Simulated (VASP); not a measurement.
**In2As2F: single point with PBE+D3(BJ)**

System: In2As2F, a slab with vacuum.

```
CELL_PARAMETERS angstrom
4.32207 0.00000 0.00000
-2.16104 3.74302 0.00000
0.00000 0.00000 21.73869
ATOMIC_POSITIONS crystal
As 0.00000 0.00000 0.18400
As 0.33333 0.66667 0.35571
In 0.33333 0.66667 0.22459
In 0.66667 0.33333 0.38819
F 0.88889 0.00000 0.50319
```

```yaml
Program: VASP 6.6.1
Task: single point
Functional: PBE
Dispersion: D3(BJ)
Potentials_or_basis: VASP PAW PBE potentials, release 64 (As, In_d, F)
Cutoff: 520 eV
k_mesh: 6 × 6 × 1
Occupations: gaussian, width 0.1 eV
Spin: no spin polarisation
```

```json
{
 "Largest force": "1.358 eV/Å",
 "Band gap on the k mesh": "zero (an odd number of electrons rules out a gap without spin polarisation)",
 "Dispersion energy per atom": "-0.178 eV"
}
```

Forces on the atoms (eV/Å):
```
As   0.001 -0.001  0.002
As  -0.016 -0.008 -0.410
In   0.000  0.001  0.387
In   0.191 -0.063  1.343
F   -0.176  0.072 -1.321
```

Levels at points of the mesh, in eV from the Fermi level:
| k point | band 18 | band 19 | band 20 | band 21 | band 22 | band 23 | band 24 | band 25 | band 26 | band 27 |
| --- | --- | --- | --- | --- | --- | --- | --- | --- | --- | --- |
| (0.00, 0.00, 0.00) | -0.12 | -0.09 | -0.07 | 0.26 | 0.26 | 0.87 | 1.35 | 3.97 | 4.79 | 4.83 |
| (0.50, 0.00, 0.00) | -0.87 | -0.56 | -0.26 | -0.15 | -0.12 | 1.76 | 2.48 | 3.00 | 4.04 | 6.41 |
| (0.00, 0.50, 0.00) | -0.87 | -0.56 | -0.28 | -0.14 | -0.11 | 1.79 | 2.47 | 3.01 | 4.01 | 6.41 |
| (0.50, 0.50, 0.00) | -0.87 | -0.59 | -0.25 | -0.14 | -0.11 | 1.83 | 2.47 | 2.98 | 4.00 | 6.41 |

Wall time 15 min on 1 thread of AMD EPYC 7571, with other jobs on the host, peak memory 0.48 GiB.

Caveat: spin-orbit coupling is left out, which moves the levels of the heavy elements; an odd number of electrons without spin polarisation forces a metal; a magnetic or distorted state may lie lower.
